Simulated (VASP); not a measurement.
# Sc (P6_3/mmc) in VASP: a series of runs

The runs below take Sc through relaxation of shape and atoms at fixed volume, single point, with PBE.

Everything below comes from runs of VASP 6.6.1. Logs are shortened: lines on timing, memory, paths and dates and some standing lists are left out, and cuts for length are marked.

### 1 The cell of the first run

The structure is hexagonal, space group P6_3/mmc (No. 194). Conventional cell: a = 2.923 Å, b = 2.923 Å, c = 9.321 Å, α = 90.00°, β = 90.00°, γ = 120.00°. Within 3.8 Å of Sc (site symmetry -3m) lie 12 Sc at 2.88 to 2.92 Å. Sc (site symmetry -6m2) has 12 Sc at 2.88 to 2.92 Å within 3.8 Å.

### 2 Relaxation of shape and atoms at fixed volume, PBE

The input, INCAR:

```
SYSTEM = Sc
ALGO     = Normal         ! electronic algorithm
EDIFF    = 1E-7           ! SCF threshold, eV
EDIFFG   = -0.005         ! ionic threshold
ENCUT    = 600            ! plane-wave cutoff, eV
GGA      = PE             ! functional
IBRION   = 2              ! ionic algorithm
ISIF     = 4              ! what is computed and relaxed
ISMEAR   = -1             ! smearing method
LASPH    = .TRUE.         ! aspherical terms in the spheres
LCHARG   = .FALSE.        ! write CHGCAR
LREAL    = .FALSE.        ! projectors in reciprocal space
LWAVE    = .FALSE.        ! write WAVECAR
NELM     = 60             ! most SCF steps
NSW      = 50             ! ionic steps
PREC     = Accurate       ! precision mode
SIGMA    = 0.05           ! smearing width, eV
```

The input, KPOINTS:

```
k-points
0
G
  12 12 4
  0 0 0
```

The input, POSCAR:

```
Sc
1.0
    2.9230344696      0.0000000000      0.0000000000
   -1.4615172348      2.5314221068      0.0000000000
    0.0000000000      0.0000000000      9.3208736947
Sc
4
Direct
    0.0000000000      0.0000000000      0.0000000000
    0.0000000000      0.0000000000      0.5000000000
    0.3333333333      0.6666666667      0.2500000000
    0.6666666667      0.3333333333      0.7500000000
```

Potentials or basis: VASP PAW PBE potentials, release 64 (Sc_sv).

Launch:

```bash
$ cat potpaw_PBE.64/Sc_sv/POTCAR > POTCAR
$ mpirun -np 1 vasp_std > vasp.out
```

OUTCAR:

```text
SYSTEM = Sc
   EDIFF = 1E-7
   EDIFFG = -0.005
   ENCUT = 600
   GGA = PE
   IBRION = 2
   ISIF = 4
   ISMEAR = -1
   LASPH = .TRUE.
   LREAL = .FALSE.
   NELM = 60
   NSW = 50
   PREC = Accurate

 ion  position               nearest neighbor table
   1  0.000  0.000  0.000-   3 2.88   4 2.88   3 2.88   4 2.88   4 2.88   3 2.88
   2  0.000  0.000  0.500-   3 2.88   4 2.88   3 2.88   4 2.88   4 2.88   3 2.88
   3  0.333  0.667  0.250-   1 2.88   2 2.88   1 2.88   2 2.88   1 2.88   2 2.88
   4  0.667  0.333  0.750-   1 2.88   2 2.88   1 2.88   2 2.88   1 2.88   2 2.88

  LATTYP: Found a hexagonal cell.
 ALAT       =     2.9230344696
 C/A-ratio  =     3.1887662604

  Lattice vectors:

 A1 = (   2.9230344696,   0.0000000000,   0.0000000000)
 A2 = (  -1.4615172348,   2.5314221068,   0.0000000000)
 A3 = (   0.0000000000,   0.0000000000,   9.3208736947)

Analysis of symmetry for initial positions (statically):
=====================================================================
 Subroutine PRICEL returns:
 Original cell was already a primitive cell.

 Routine SETGRP: Setting up the symmetry group for a
 hexagonal supercell.

 Subroutine GETGRP returns: Found 24 space group operations
 (whereof 12 operations were pure point group operations)
 out of a pool of 24 trial point group operations.

The static configuration has the point symmetry D_3d.
 The point group associated with its full space group is D_6h.

Analysis of symmetry for dynamics (positions and initial velocities):
=====================================================================
 Subroutine PRICEL returns:
 Original cell was already a primitive cell.

 Routine SETGRP: Setting up the symmetry group for a
 hexagonal supercell.

 Subroutine GETGRP returns: Found 24 space group operations
 (whereof 12 operations were pure point group operations)
 out of a pool of 24 trial point group operations.

The dynamic configuration has the point symmetry D_3d.
 The point group associated with its full space group is D_6h.

 Subroutine INISYM returns: Found 24 space group operations
 (whereof 12 operations are pure point group operations),
 and found     1 'primitive' translations

----------------------------------------------------------------------------------------

                                     Primitive cell

  volume of cell :      68.9692

  direct lattice vectors                    reciprocal lattice vectors
     2.923034470  0.000000000  0.000000000     0.342110232  0.197517434  0.000000000
    -1.461517235  2.531422107  0.000000000     0.000000000  0.395034869  0.000000000
     0.000000000  0.000000000  9.320873695     0.000000000  0.000000000  0.107286080

  length of vectors
     2.923034470  2.923034470  9.320873695     0.395034869  0.395034869  0.107286080

  position of ions in fractional coordinates (direct lattice)
     0.000000000  0.000000000  0.000000000
     0.000000000  0.000000000  0.500000000
     0.333333333  0.666666667  0.250000000
     0.666666667  0.333333333  0.750000000

  ion indices of the primitive-cell ions
   primitive index   ion index
                 1           1
                 2           2
                 3           3
                 4           4

----------------------------------------------------------------------------------------

 KPOINTS: k-points

Automatic generation of k-mesh.
 Grid dimensions read from file:
 generate k-points for:   12   12    4

 Generating k-lattice:

  Cartesian coordinates                     Fractional coordinates (reciprocal lattice)
     0.028509186  0.016459786  0.000000000     0.083333333 -0.000000000  0.000000000
     0.000000000  0.032919572  0.000000000     0.000000000  0.083333333  0.000000000
     0.000000000  0.000000000  0.026821520     0.000000000  0.000000000  0.250000000

  Length of vectors
     0.032919572  0.032919572  0.026821520

  Shift w.r.t. Gamma in fractional coordinates (k-lattice)
     0.000000000  0.000000000  0.000000000

 Subroutine IBZKPT returns following result:
 ===========================================

 Found     57 irreducible k-points:

 Following reciprocal coordinates:
            Coordinates               Weight
  0.000000  0.000000  0.000000      1.000000
  0.083333 -0.000000  0.000000      6.000000
  0.166667 -0.000000  0.000000      6.000000
  0.250000  0.000000  0.000000      6.000000
  0.333333  0.000000  0.000000      6.000000
  0.416667  0.000000  0.000000      6.000000
[... 16 lines left out ...]
  0.250000  0.000000  0.250000     12.000000
  0.333333  0.000000  0.250000     12.000000
 [... further k-points ...]
   k-points           NKPTS =     57   k-points in BZ     NKDIM =     57   number of bands    NBANDS=     26
   number of dos      NEDOS =    301   number of ions     NIONS =      4
   total plane-waves  NPLWV =  46080
   dimension x,y,z NGX =    24 NGY =   24 NGZ =   80
   dimension x,y,z NGXF=    48 NGYF=   48 NGZF=  160
   ions per type =               4
   NGX,Y,Z   is equivalent  to a cutoff of  13.65, 13.65, 14.27 a.u.
   NGXF,Y,Z  is equivalent  to a cutoff of  27.30, 27.30, 28.54 a.u.
 SYSTEM =  Sc
   PREC   = accura    normal or accurate (medium, high low for compatibility)
   ISTART =      0    job   : 0-new  1-cont  2-samecut
   ICHARG =      2    charge: 1-file 2-atom 10-const
   ISPIN  =      1    spin polarized calculation?
   LNONCOLLINEAR =      F non collinear calculations
   LSORBIT =      F    spin-orbit coupling
   LASPH  =      T    aspherical Exc in radial PAW
   ENCUT  =  600.0 eV  44.10 Ry    6.64 a.u.   5.84  5.84 18.62*2*pi/ulx,y,z
   NELM   =     60;   NELMIN=  2; NELMDL= -5     # of ELM steps
   EDIFF  = 0.1E-06   stopping-criterion for ELM
   LREAL  =      F    real-space projection
   EDIFFG = -.5E-02   stopping-criterion for IOM
   NSW    =     50    number of steps for IOM
   IBRION =      2    ionic relax: 0-MD 1-quasi-New 2-CG
   NFREE  =      1    steps in history (QN), initial steepest desc. (CG)
   ISIF   =      4    stress and relaxation
   ISYM   =      2    0-nonsym 1-usesym 2-fastsym
   POTIM  = 0.5000    time-step for ionic-motion
   TEBEG  =    0.0;   TEEND  =   0.0 temperature during run
   PSTRESS=    0.0 pullay stress
   NELECT =      44.0000    total number of electrons
   NUPDOWN=      -1.0000    fix difference up-down
   EMIN   =  10.00;   EMAX   =-10.00  energy-range for DOS
   EFERMI =   0.00;   METHOD = LEGACY
   ISMEAR =    -1;   SIGMA  =   0.05  broadening in eV -4-tet -1-fermi 0-gaus
   EFERMI_NEDOS =   21; number of points for ismear=-14 and -15
   IALGO  =     38    algorithm
   IMIX   =      4    mixing-type and parameters
     AMIX     =   0.40;   BMIX     =  1.00
     AMIX_MAG =   1.60;   BMIX_MAG =  1.00
  volume/ion in A,a.u.               =      17.24       116.36
  Fermi-wavevector in a.u.,A,eV,Ry     =   1.409313  2.663215 27.023376  1.986162
  Thomas-Fermi vector in A             =   2.531381
   LORBIT       =      0    0 simple, 1 ext, 2 COOP (PROOUT), +10 PAW based schemes
   GGA     = PE    functional components
   LHFCALC =     F    Hartree Fock is set to
   AEXX    =    0.0000 exact exchange contribution
   IVDW    =     0    specifies the selected vdW correction
   LEPSILON=     F    determine dielectric tensor
   LRPA    =     F    only Hartree local field effects (RPA)
 conjugate gradient relaxation of ions
 non-spin polarized calculation
  energy-cutoff  :      600.00
  volume of cell :       68.97
 maximum number of plane-waves:      2320
 NGX is ok and might be reduce to    24
   NGX = 11   NGY = 11   NGZ = 37

--------------------------------------- Ionic step        1  -------------------------------------------

 number of electron      43.9999990 magnetization

 Free energy of the ion-electron system (eV)
  ---------------------------------------------------
  ext. energy  EPLUGINS =         0.00000000
  ---------------------------------------------------
  free energy    TOTEN  =       -22.58400843 eV

  energy without entropy =      -22.54666678  energy(sigma->0) =      -22.56533760

------------------------ aborting loop because EDIFF is reached ----------------------------------------

  FORCE on cell =-STRESS in cart. coord.  units (eV):
  Direction    XX          YY          ZZ          XY          YZ          ZX
  --------------------------------------------------------------------------------------
  -------------------------------------------------------------------------------------
  Total       13.8003425     13.8003425     14.1808345      0.0000000      0.0000000      0.0000000
  in kB      320.5865650    320.5865650    329.4255213      0.0000000      0.0000000      0.0000000
  external PRESSURE =     323.5328837 kB  Pullay stress =       0.0000000 kB
[... 61 lines left out ...]
  energy  without entropy=      -22.5476604188  energy(sigma->0) =      -22.56622001

--------------------------------------- Ionic step        3  -------------------------------------------

 number of electron      43.9999990 magnetization

 Free energy of the ion-electron system (eV)
  ---------------------------------------------------
  ext. energy  EPLUGINS =         0.00000000
  ---------------------------------------------------
  free energy    TOTEN  =       -22.58486866 eV

  energy without entropy =      -22.54783462  energy(sigma->0) =      -22.56635164

 E-fermi :   6.1085     XC(G=0): -11.4142

 val. band max:        6.1049579400   @ k =   0.3333   0.1667   0.0000
 cond. band min:       6.1118605433   @ k =   0.3333   0.2500   0.2500
 fundamental gap:      0.0069026033
 Fermi energy:         6.1085353786

 k-point     1 :       0.0000    0.0000    0.0000
  band No.  band energies     occupation
      1     -42.5296      2.00000
      2     -42.4064      2.00000
      3     -42.3838      2.00000
      4     -42.2571      2.00000
      5     -21.7956      2.00000
      6     -21.1984      2.00000
[... 685 lines left out ...]
     25       7.4767      0.00000
     26       7.7048      0.00000

 [... further k-points ...]

------------------------ aborting loop because EDIFF is reached ----------------------------------------

  FORCE on cell =-STRESS in cart. coord.  units (eV):
  Direction    XX          YY          ZZ          XY          YZ          ZX
  --------------------------------------------------------------------------------------
  -------------------------------------------------------------------------------------
  Total       13.9323988     13.9323988     13.9362097     -0.0000000     -0.0000000      0.0000000
  in kB      323.6542783    323.6542783    323.7428066     -0.0000000     -0.0000000      0.0000000
  external PRESSURE =     323.6837878 kB  Pullay stress =       0.0000000 kB
[... 19 lines left out ...]
  FREE ENERGIE OF THE ION-ELECTRON SYSTEM (eV)
  ---------------------------------------------------
  free  energy   TOTEN  =       -22.5848686617 eV

  energy  without entropy=      -22.5478346215  energy(sigma->0) =      -22.56635164

 reached required accuracy - stopping structural energy minimisation
```

It took 2.9 min on 1 thread of Intel Xeon Platinum 8488C (Sapphire Rapids), shared host; peak memory 0.26 GiB.

What came out:

```
Free energy               : -22.5849 eV
Energy gained by relaxing : 0.2 meV/atom
Ionic steps               : 3
Pressure after relaxing   : 32.4 GPa
Band gap on the k mesh    : zero (bands 22 and 23 overlap by 1.80 eV)
```

Step by step:
```csv
step,energy change (eV),largest force (eV/Å),pressure (GPa),volume (Å³)
1,0.0000,0.0000,32.35,68.97
2,-0.0008,0.0000,32.36,68.97
3,-0.0009,0.0000,32.37,68.97
```

Final structure:
```xyz
4
Lattice="2.9165 0.0000 0.0000 -1.4583 2.5258 0.0000 0.0000 0.0000 9.3624" Properties=species:S:1:pos:R:3 pbc="T T T"
Sc    0.0000    0.0000    0.0000
Sc    0.0000    0.0000    4.6812
Sc    0.0000    1.6839    2.3406
Sc    1.4583    0.8419    7.0218
```

### 3 Single point, PBE, collinear spin, zero start

This run uses another cell than the first one, of 24.63 Å³/atom.

The input, INCAR:

```
SYSTEM = Sc
PREC     = Accurate       ! precision mode
ENCUT    = 520            ! plane-wave cutoff, eV
EDIFF    = 1E-7           ! SCF threshold, eV
ISMEAR   = -1             ! smearing method
SIGMA    = 0.05           ! smearing width, eV
LREAL    = .False.        ! projectors in reciprocal space
LASPH    = .True.         ! aspherical terms in the spheres
NELM     = 150            ! most SCF steps
ALGO     = Normal         ! electronic algorithm
ISIF     = 2              ! what is computed and relaxed
LWAVE    = .False.        ! write WAVECAR
LCHARG   = .False.        ! write CHGCAR
ISPIN    = 2              ! spin polarisation
MAGMOM   = 0 0 0 0        ! initial moments
LORBIT   = 11             ! projections on sites
LMAXMIX  = 4              ! l up to which the mixer works
GGA      = PE             ! functional
NBANDS   = 34             ! bands
```

The input, KPOINTS:

```
regular mesh
0
Gamma
  12 12 4
  0 0 0
```

The input, POSCAR:

```
Sc
1.0
    3.2920613758      0.0000000000      0.0000000000
   -1.6460306879      2.8510087823      0.0000000000
    0.0000000000      0.0000000000     10.4976142426
Sc
4
Direct
    0.0000000000      0.0000000000      0.0000000000
    0.0000000000      0.0000000000      0.5000000000
    0.3333333333      0.6666666667      0.2500000000
    0.6666666667      0.3333333333      0.7500000000
```

Potentials or basis: VASP PAW PBE potentials, release 64 (Sc_sv).

Launch:

```bash
$ cat potpaw_PBE.64/Sc_sv/POTCAR > POTCAR
$ mpirun -np 1 vasp_std > vasp.out
```

OUTCAR:

```text
SYSTEM = Sc
   PREC = Accurate
   ENCUT = 520
   EDIFF = 1E-7
   ISMEAR = -1
   LREAL = .False.
   LASPH = .True.
   NELM = 150
   ISIF = 2
   ISPIN = 2
   LORBIT = 11
   GGA = PE

 ion  position               nearest neighbor table
   1  0.000  0.000  0.000-   3 3.24   4 3.24   4 3.24   3 3.24   4 3.24   3 3.24
   2  0.000  0.000  0.500-   3 3.24   4 3.24   4 3.24   3 3.24   4 3.24   3 3.24
   3  0.333  0.667  0.250-   1 3.24   2 3.24   1 3.24   2 3.24   1 3.24   2 3.24
   4  0.667  0.333  0.750-   1 3.24   2 3.24   1 3.24   2 3.24   1 3.24   2 3.24

  LATTYP: Found a hexagonal cell.
 ALAT       =     3.2920613758
 C/A-ratio  =     3.1887662605

  Lattice vectors:

 A1 = (   3.2920613758,   0.0000000000,   0.0000000000)
 A2 = (  -1.6460306879,   2.8510087823,   0.0000000000)
 A3 = (   0.0000000000,   0.0000000000,  10.4976142426)
[... 2003 lines left out ...]
     0.000000000  0.000000000 10.497614243     0.000000000  0.000000000  0.095259740

 POSITION                                       TOTAL-FORCE (eV/Angst)
 -----------------------------------------------------------------------------------
      0.00000      0.00000      0.00000         0.000000      0.000000      0.000000
      0.00000      0.00000      5.24881         0.000000      0.000000      0.000000
     -0.00000      1.90067      2.62440         0.000000      0.000000     -0.000000
      1.64603      0.95034      7.87321        -0.000000     -0.000000     -0.000000
 -----------------------------------------------------------------------------------
    total drift:                               -0.000000      0.000000     -0.000000

  FREE ENERGIE OF THE ION-ELECTRON SYSTEM (eV)
  ---------------------------------------------------
  free  energy   TOTEN  =       -24.9379955415 eV

  energy  without entropy=      -24.8727897072  energy(sigma->0) =      -24.90539262

 total charge

# of ion       s       p       d       tot
------------------------------------------
    1        2.273   6.101   1.009   9.384
    2        2.273   6.101   1.009   9.384
    3        2.277   6.099   1.007   9.383
    4        2.277   6.099   1.007   9.383
--------------------------------------------------
tot          9.100  24.401   4.031  37.532

 magnetization (x)

# of ion       s       p       d       tot
------------------------------------------
    1       -0.000   0.000   0.000   0.000
    2       -0.000   0.000   0.000   0.000
    3       -0.000   0.000   0.000   0.000
    4       -0.000   0.000   0.000   0.000
--------------------------------------------------
tot         -0.000   0.000   0.000   0.000
```

Wall time 4.4 min (1 thread of Intel Xeon Platinum 8488C (Sapphire Rapids), shared host); peak memory 0.39 GiB.

What came out:

```
Free energy                                           : -24.9380 eV
Pressure                                              : 0.0 GPa
Band gap on the k mesh                                : zero (filled and empty bands overlap)
Net moment                                            : 0.00 μB per cell
Valence electrons inside the program's atomic spheres : Sc 9.38
```

The gap in the log of VASP goes by the Fermi energy; the results here count the filled bands.